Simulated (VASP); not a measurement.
# In (Pm-3n) in VASP: single point with r2SCAN

Aim: the single point of In with r2SCAN.

Program: VASP 6.6.1. These are calculated values, not measurements. Logs are shortened: lines on timing, memory, paths and dates and some standing lists are left out, and cuts for length are marked.

## (1) The cell of the first run

It takes space group Pm-3n (No. 223, cubic). The conventional cell has a = 6.008 Å, b = 6.008 Å, c = 6.008 Å, α = 90.00°, β = 90.00°, γ = 90.00°. Within 4.4 Å of In (site symmetry m-3) lie 12 In at 3.36 Å. In (site symmetry -4m2) has 14 In at 3.00 to 3.68 Å within 4.0 Å.

## (2) Single point, r2SCAN

Input file POSCAR:

```
In
1.0
    6.0080012249      0.0000000000      0.0000000000
    0.0000000000      6.0080012249      0.0000000000
    0.0000000000      0.0000000000      6.0080012249
In
8
Direct
    0.0000000000      0.0000000000      1.0000000000
    0.5000000000      0.5000000000      0.5000000000
    0.2500000000      1.0000000000      0.5000000000
    0.7500000000      0.0000000000      0.5000000000
    0.5000000000      0.2500000000      1.0000000000
    0.5000000000      0.7500000000      0.0000000000
    1.0000000000      0.5000000000      0.2500000000
    1.0000000000      0.5000000000      0.7500000000
```

Input file INCAR.step1:

```
PREC = Accurate
ENCUT = 520
ISMEAR = -1
SIGMA = 0.1
LREAL = F
LASPH = T
NELM = 60
NBANDS = 62
GGA = PE
ALGO = Normal
EDIFF = 1E-4
LWAVE = T
LCHARG = F
```

Input file INCAR.step2:

```
PREC = Accurate
ENCUT = 520
EDIFF = 1E-6
ISMEAR = -1
SIGMA = 0.1
LREAL = F
LASPH = T
NELM = 60
ALGO = Normal
ISIF = 2
LWAVE = F
LCHARG = F
METAGGA = R2SCAN
LMIXTAU = T
NBANDS = 62
ISTART = 1
```

Input file KPOINTS:

```
Automatic mesh
0
Gamma
  5 5 5
```

Potentials or basis: VASP PAW PBE potentials, release 64 (In_d).

On the command line:

```console
cat potpaw_PBE.64/In_d/POTCAR > POTCAR
cp INCAR.step1 INCAR
mpirun -np 1 vasp_std > vasp.out
cp INCAR.step2 INCAR
mpirun -np 1 vasp_std > vasp.out
```

OUTCAR:

```text
PREC = Accurate
   ENCUT = 520
   EDIFF = 1E-6
   ISMEAR = -1
   LREAL = F
   LASPH = T
   NELM = 60
   ISIF = 2
   METAGGA = R2SCAN
   ISTART = 1

 ion  position               nearest neighbor table
   1  0.000  0.000  0.000-   3 3.36   4 3.36   5 3.36   6 3.36   7 3.36   8 3.36   3 3.36   4 3.36
                             7 3.36   8 3.36   5 3.36   6 3.36
   2  0.500  0.500  0.500-   3 3.36   4 3.36   5 3.36   6 3.36   7 3.36   8 3.36   5 3.36   6 3.36
                             3 3.36   4 3.36   7 3.36   8 3.36
   3  0.250  0.000  0.500-   4 3.00   4 3.00   1 3.36   1 3.36   2 3.36   2 3.36   8 3.68   7 3.68
                             8 3.68   7 3.68   6 3.68   5 3.68   5 3.68   6 3.68
   4  0.750  0.000  0.500-   3 3.00   3 3.00   1 3.36   1 3.36   2 3.36   2 3.36   8 3.68   7 3.68
                             8 3.68   7 3.68   6 3.68   5 3.68   5 3.68   6 3.68
   5  0.500  0.250  0.000-   6 3.00   6 3.00   1 3.36   2 3.36   2 3.36   1 3.36   8 3.68   7 3.68
                             7 3.68   8 3.68   3 3.68   4 3.68   3 3.68   4 3.68
   6  0.500  0.750  0.000-   5 3.00   5 3.00   1 3.36   2 3.36   2 3.36   1 3.36   8 3.68   7 3.68
                             7 3.68   8 3.68   3 3.68   4 3.68   3 3.68   4 3.68
   7  0.000  0.500  0.250-   8 3.00   8 3.00   1 3.36   2 3.36   1 3.36   2 3.36   3 3.68   4 3.68
                             5 3.68   3 3.68   4 3.68   6 3.68   5 3.68   6 3.68
   8  0.000  0.500  0.750-   7 3.00   7 3.00   1 3.36   2 3.36   1 3.36   2 3.36   3 3.68   4 3.68
                             5 3.68   3 3.68   4 3.68   6 3.68   5 3.68   6 3.68

  LATTYP: Found a simple cubic cell.
 ALAT       =     6.0080012249

  Lattice vectors:

 A1 = (   6.0080012249,   0.0000000000,   0.0000000000)
 A2 = (   0.0000000000,   6.0080012249,   0.0000000000)
 A3 = (   0.0000000000,   0.0000000000,   6.0080012249)

Analysis of symmetry for initial positions (statically):
=====================================================================
 Subroutine PRICEL returns:
 Original cell was already a primitive cell.

 Routine SETGRP: Setting up the symmetry group for a
 simple cubic supercell.

 Subroutine GETGRP returns: Found 48 space group operations
 (whereof 24 operations were pure point group operations)
 out of a pool of 48 trial point group operations.

The static configuration has the point symmetry T_h .
 The point group associated with its full space group is O_h .

Analysis of symmetry for dynamics (positions and initial velocities):
=====================================================================
 Subroutine PRICEL returns:
 Original cell was already a primitive cell.

 Routine SETGRP: Setting up the symmetry group for a
 simple cubic supercell.

 Subroutine GETGRP returns: Found 48 space group operations
 (whereof 24 operations were pure point group operations)
 out of a pool of 48 trial point group operations.

The dynamic configuration has the point symmetry T_h .
 The point group associated with its full space group is O_h .

 Subroutine INISYM returns: Found 48 space group operations
 (whereof 24 operations are pure point group operations),
 and found     1 'primitive' translations

----------------------------------------------------------------------------------------

                                     Primitive cell

  volume of cell :     216.8653

  direct lattice vectors                    reciprocal lattice vectors
     6.008001225  0.000000000  0.000000000     0.166444706  0.000000000  0.000000000
     0.000000000  6.008001225  0.000000000     0.000000000  0.166444706  0.000000000
     0.000000000  0.000000000  6.008001225     0.000000000  0.000000000  0.166444706

  length of vectors
     6.008001225  6.008001225  6.008001225     0.166444706  0.166444706  0.166444706

  position of ions in fractional coordinates (direct lattice)
     0.000000000  0.000000000  0.000000000
     0.500000000  0.500000000  0.500000000
     0.250000000  0.000000000  0.500000000
     0.750000000  0.000000000  0.500000000
     0.500000000  0.250000000  0.000000000
     0.500000000  0.750000000  0.000000000
     0.000000000  0.500000000  0.250000000
     0.000000000  0.500000000  0.750000000

  ion indices of the primitive-cell ions
   primitive index   ion index
                 1           1
                 2           2
                 3           3
                 4           4
                 5           5
                 6           6
                 7           7
                 8           8

----------------------------------------------------------------------------------------

 KPOINTS: Automatic mesh

Automatic generation of k-mesh.
 Grid dimensions read from file:
 generate k-points for:    5    5    5

 Generating k-lattice:

  Cartesian coordinates                     Fractional coordinates (reciprocal lattice)
     0.033288941  0.000000000  0.000000000     0.200000000  0.000000000  0.000000000
     0.000000000  0.033288941  0.000000000     0.000000000  0.200000000  0.000000000
     0.000000000  0.000000000  0.033288941     0.000000000  0.000000000  0.200000000

  Length of vectors
     0.033288941  0.033288941  0.033288941

  Shift w.r.t. Gamma in fractional coordinates (k-lattice)
     0.000000000  0.000000000  0.000000000

 Subroutine IBZKPT returns following result:
 ===========================================

 Found     10 irreducible k-points:

 Following reciprocal coordinates:
            Coordinates               Weight
  0.000000  0.000000  0.000000      1.000000
  0.200000  0.000000  0.000000      6.000000
  0.400000  0.000000  0.000000      6.000000
  0.200000  0.200000  0.000000     12.000000
  0.400000  0.200000  0.000000     24.000000
  0.400000  0.400000  0.000000     12.000000
  0.200000  0.200000  0.200000      8.000000
  0.400000  0.200000  0.200000     24.000000
  0.400000  0.400000  0.200000     24.000000
  0.400000  0.400000  0.400000      8.000000
   k-points           NKPTS =     10   k-points in BZ     NKDIM =     10   number of bands    NBANDS=     62
   number of dos      NEDOS =    301   number of ions     NIONS =      8
   total plane-waves  NPLWV = 110592
   dimension x,y,z NGX =    48 NGY =   48 NGZ =   48
   dimension x,y,z NGXF=    96 NGYF=   96 NGZF=   96
   ions per type =               8
   NGX,Y,Z   is equivalent  to a cutoff of  13.28, 13.28, 13.28 a.u.
   NGXF,Y,Z  is equivalent  to a cutoff of  26.56, 26.56, 26.56 a.u.
 SYSTEM =  unknown system
   PREC   = accura    normal or accurate (medium, high low for compatibility)
   ISTART =      1    job   : 0-new  1-cont  2-samecut
   ICHARG =      0    charge: 1-file 2-atom 10-const
   ISPIN  =      1    spin polarized calculation?
   LNONCOLLINEAR =      F non collinear calculations
   LSORBIT =      F    spin-orbit coupling
   LASPH  =      T    aspherical Exc in radial PAW
   ENCUT  =  520.0 eV  38.22 Ry    6.18 a.u.  11.17 11.17 11.17*2*pi/ulx,y,z
   NELM   =     60;   NELMIN=  2; NELMDL=  0     # of ELM steps
   EDIFF  = 0.1E-05   stopping-criterion for ELM
   LREAL  =      F    real-space projection
   EDIFFG = 0.1E-04   stopping-criterion for IOM
   NSW    =      0    number of steps for IOM
   IBRION =     -1    ionic relax: 0-MD 1-quasi-New 2-CG
   NFREE  =      0    steps in history (QN), initial steepest desc. (CG)
   ISIF   =      2    stress and relaxation
   ISYM   =      2    0-nonsym 1-usesym 2-fastsym
   POTIM  = 0.5000    time-step for ionic-motion
   TEBEG  =    0.0;   TEEND  =   0.0 temperature during run
   PSTRESS=    0.0 pullay stress
   NELECT =     104.0000    total number of electrons
   NUPDOWN=      -1.0000    fix difference up-down
   EMIN   =  10.00;   EMAX   =-10.00  energy-range for DOS
   EFERMI =   0.00;   METHOD = LEGACY
   ISMEAR =    -1;   SIGMA  =   0.10  broadening in eV -4-tet -1-fermi 0-gaus
   EFERMI_NEDOS =   21; number of points for ismear=-14 and -15
   IALGO  =     38    algorithm
   IMIX   =      4    mixing-type and parameters
     AMIX     =   0.40;   BMIX     =  1.00
     AMIX_MAG =   1.60;   BMIX_MAG =  1.00
  volume/ion in A,a.u.               =      27.11       182.93
  Fermi-wavevector in a.u.,A,eV,Ry     =   1.281413  2.421520 22.341043  1.642020
  Thomas-Fermi vector in A             =   2.413785
   LORBIT       =      0    0 simple, 1 ext, 2 COOP (PROOUT), +10 PAW based schemes
   METAGGA = R2SCAN    functional components
   LHFCALC =     F    Hartree Fock is set to
   AEXX    =    0.0000 exact exchange contribution
   IVDW    =     0    specifies the selected vdW correction
   LEPSILON=     F    determine dielectric tensor
   LRPA    =     F    only Hartree local field effects (RPA)
 non-spin polarized calculation
  energy-cutoff  :      520.00
  volume of cell :      216.87
 maximum number of plane-waves:      5862
 NGX is ok and might be reduce to    48
   NGX = 23   NGY = 23   NGZ = 23

 number of electron     104.0000112 magnetization

 Free energy of the ion-electron system (eV)
  ---------------------------------------------------
  ext. energy  EPLUGINS =         0.00000000
  ---------------------------------------------------
  free energy    TOTEN  =      -180.31293448 eV

  energy without entropy =     -180.21609340  energy(sigma->0) =     -180.26451394

 E-fermi :   7.2392     XC(G=0): -10.8651

 val. band max:        7.1635915414   @ k =   0.0000   0.0000   0.0000
 cond. band min:       7.2624260750   @ k =   0.4000   0.2000   0.0000
 fundamental gap:      0.0988345336
 Fermi energy:         7.2392158519

 k-point     1 :       0.0000    0.0000    0.0000
  band No.  band energies     occupation
      1      -8.4103      2.00000
      2      -8.4079      2.00000
      3      -8.4079      2.00000
      4      -8.2139      2.00000
      5      -8.2139      2.00000
      6      -8.2139      2.00000
[... 54 lines left out ...]
     61      11.5836      0.00000
     62      11.5836      0.00000

 k-point     2 :       0.2000    0.0000    0.0000
  band No.  band energies     occupation
      1      -8.4077      2.00000
      2      -8.4064      2.00000
      3      -8.3430      2.00000
      4      -8.2370      2.00000
      5      -8.1993      2.00000
      6      -8.1993      2.00000
[... 519 lines left out ...]
      6      -8.1607      2.00000
[... 54 lines left out ...]
     61      10.9679      0.00000
     62      11.1901      0.00000

------------------------ aborting loop because EDIFF is reached ----------------------------------------

  FORCE on cell =-STRESS in cart. coord.  units (eV):
  Direction    XX          YY          ZZ          XY          YZ          ZX
  --------------------------------------------------------------------------------------
  -------------------------------------------------------------------------------------
  Total        0.0145610      0.0145610      0.0145610      0.0000000      0.0000000     -0.0000000
  in kB        0.1075750      0.1075750      0.1075750      0.0000000      0.0000000     -0.0000000
  external PRESSURE =       0.1075750 kB  Pullay stress =       0.0000000 kB

 VOLUME and BASIS-vectors are now :
 -----------------------------------------------------------------------------
  energy-cutoff  :      520.00
  volume of cell :      216.87
      direct lattice vectors                 reciprocal lattice vectors
     6.008001225  0.000000000  0.000000000     0.166444706  0.000000000  0.000000000
     0.000000000  6.008001225  0.000000000     0.000000000  0.166444706  0.000000000
     0.000000000  0.000000000  6.008001225     0.000000000  0.000000000  0.166444706

 POSITION                                       TOTAL-FORCE (eV/Angst)
 -----------------------------------------------------------------------------------
      0.00000      0.00000      0.00000         0.000000     -0.000000     -0.000000
      3.00400      3.00400      3.00400         0.000000     -0.000000     -0.000000
      1.50200      0.00000      3.00400        -0.000000      0.000000     -0.000000
      4.50600      0.00000      3.00400         0.000000     -0.000000      0.000000
      3.00400      1.50200      0.00000        -0.000000     -0.000000      0.000000
      3.00400      4.50600      0.00000        -0.000000      0.000000     -0.000000
      0.00000      3.00400      1.50200         0.000000     -0.000000     -0.000000
      0.00000      3.00400      4.50600        -0.000000      0.000000     -0.000000
 -----------------------------------------------------------------------------------
    total drift:                                0.000000     -0.000000      0.000000

  FREE ENERGIE OF THE ION-ELECTRON SYSTEM (eV)
  ---------------------------------------------------
  free  energy   TOTEN  =      -180.3129344810 eV

  energy  without entropy=     -180.2160933967  energy(sigma->0) =     -180.26451394
```

Run time: 12 min. Hardware: 1 thread of AMD EPYC 7R43 (Zen 3), shared host; peak memory 0.35 GiB.

Results:

| Item | Value |
| --- | --- |
| Free energy | -180.3129 eV |
| Pressure | 0.0 GPa |
| Band gap on the k mesh | zero (bands 52 and 53 overlap by 2.42 eV) |

Levels at points of the mesh, in eV from the Fermi level:
| k point | band 49 | band 50 | band 51 | band 52 | band 53 | band 54 | band 55 | band 56 |
| --- | --- | --- | --- | --- | --- | --- | --- | --- |
| (0.00, 0.00, 0.00) | -1.29 | -1.29 | -0.50 | -0.50 | -0.50 | -0.08 | -0.08 | -0.08 |

Caveat: the PAW data sets were made with another functional, which shifts forces and pressure a little; spin-orbit coupling is left out, which moves the levels of the heavy elements.

The gap in the log of VASP goes by the Fermi energy; the results here count the filled bands.